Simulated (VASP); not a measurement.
A run of VASP 6.6.1 is set up as follows.

INCAR

```
PREC = Accurate ; ENCUT = 1230
EDIFF = 1E-7 ; ISMEAR = 0
SIGMA = 0.02 ; LREAL = F
LASPH = T ; NELM = 120
ALGO = Normal ; ISIF = 3
LWAVE = F ; LCHARG = F
GGA = PE ; IBRION = 2
NSW = 100 ; EDIFFG = -0.01
GGA_COMPAT = F ; NELMIN = 4
```

File KPOINTS:

```
regular mesh
0
Gamma
  10 4 4
```

The input POSCAR:

```
AlH7
1.0
    2.6085501199      0.0000000000      0.0000000000
    0.0000000000      5.6111327370      3.7657094945
    0.0000000000     -5.6111327370      3.7657094945
Al H
1 7
Direct
    0.5000000000      0.4419198111      0.4419198111
    0.6436114651      0.1511674834      0.8496315383
    0.3563885349      0.8496315383      0.1511674834
    0.6436114651      0.8496315383      0.1511674834
    0.3563885349      0.1511674834      0.8496315383
    0.0000000000      0.2819215967      0.4842334993
    0.0000000000      0.4842334993      0.2819215967
    0.5000000000      0.6519759095      0.6519759095
```

Potentials or basis: VASP PAW PBE potentials, release 64 (Al, H_h).

Command:

```bash
$ cat potpaw_PBE.64/Al/POTCAR potpaw_PBE.64/H_h/POTCAR > POTCAR
$ mpirun -np 1 vasp_std > vasp.out
```

**Question.** What does it give for the space group after relaxing (to 0.1 Å)?

**Answer.** Amm2 (No. 38).

**Question.** Estimate the band gap on the k mesh.

**Answer.** 3.14 eV (least direct gap 3.17 eV).

**Question.** What does it give for the relaxed cell?

**Answer.** a = 2.607 Å, b = 7.043 Å, c = 7.043 Å, α = 112.37°, β = 90.00°, γ = 90.00°.

Forces in eV/Å, atoms in the order of the input:
```
Al   0.000  0.000  0.005
H    0.001 -0.001  0.000
H   -0.001  0.001  0.000
H    0.001  0.001  0.000
H   -0.001 -0.001  0.000
H    0.000  0.003  0.001
H    0.000 -0.003  0.001
H    0.000  0.000 -0.005
```

A k mesh can miss the band edges.
